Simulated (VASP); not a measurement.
Crystal: SnGe7.

```
Sn Ge
1.0
     5.77000    0.00000    0.00000
     0.00000    5.77000    0.00000
     0.00000    0.00000    5.77000
Sn Ge
1 7
Direct
  0.00000 0.00000 0.00000
  0.00000 0.50000 0.50000
  0.50000 0.00000 0.50000
  0.50000 0.50000 0.00000
  0.25000 0.25000 0.25000
  0.25000 0.75000 0.75000
  0.75000 0.25000 0.75000
  0.75000 0.75000 0.25000
```

* Program: VASP 6.6.1
* Task: relaxation of cell and atoms
* Functional: PBEsol
* Potentials or basis: VASP PAW PBE potentials, release 64 (Sn_d, Ge_d)
* Cutoff: 600 eV
* k mesh: 6 × 6 × 6
* Occupations: gaussian, width 0.01 eV
* Spin: no spin polarisation

At the start: pressure 1.3 GPa; volume 24.01 Å³/atom.

Task: Where does the relaxation end?

Result: Over 13 steps the energy falls by 28.4 meV/atom and the volume is 24.25 Å³/atom (+1.0 %); space group P-43m (No. 215, to 0.05 Å).

Step by step:
| step | energy change (eV) | largest force (eV/Å) | pressure (GPa) | volume (Å³) |
| --- | --- | --- | --- | --- |
| 1 | 0.0000 | 1.3444 | 1.28 | 192.10 |
| 2 | -0.2058 | 0.2620 | -1.15 | 197.49 |
| 3 | -0.2077 | 0.1803 | -1.03 | 197.96 |
| 4 | -0.2048 | 0.0246 | -1.48 | 198.88 |
| 5 | -0.2078 | 0.1505 | -1.27 | 198.15 |
| 6 | -0.2258 | 0.0544 | 0.27 | 193.20 |
| 7 | -0.2270 | 0.0110 | -0.06 | 194.22 |
| 8 | -0.2270 | 0.0172 | -0.04 | 194.13 |
| 9 | -0.2269 | 0.0211 | 0.00 | 194.05 |
| 10 | -0.2270 | 0.0044 | 0.07 | 193.98 |
| 11 | -0.2270 | 0.0100 | 0.00 | 193.99 |
| 12 | -0.2270 | 0.0063 | 0.08 | 193.98 |
| 13 | -0.2270 | 0.0015 | 0.03 | 194.03 |

Final structure:
```xyz
8
Lattice="5.7892 0.0000 0.0000 0.0000 5.7892 0.0000 0.0000 0.0000 5.7892" Properties=species:S:1:pos:R:3 pbc="T T T"
Sn    0.0000    0.0000    0.0000
Ge    0.0000    2.8946    2.8946
Ge    2.8946    0.0000    2.8946
Ge    2.8946    2.8946    0.0000
Ge    1.4965    1.4965    1.4965
Ge    1.4965    4.2927    4.2927
Ge    4.2927    1.4965    4.2927
Ge    4.2927    4.2927    1.4965
```

Caveat: the PAW data sets were made with another functional, which shifts forces and pressure a little.
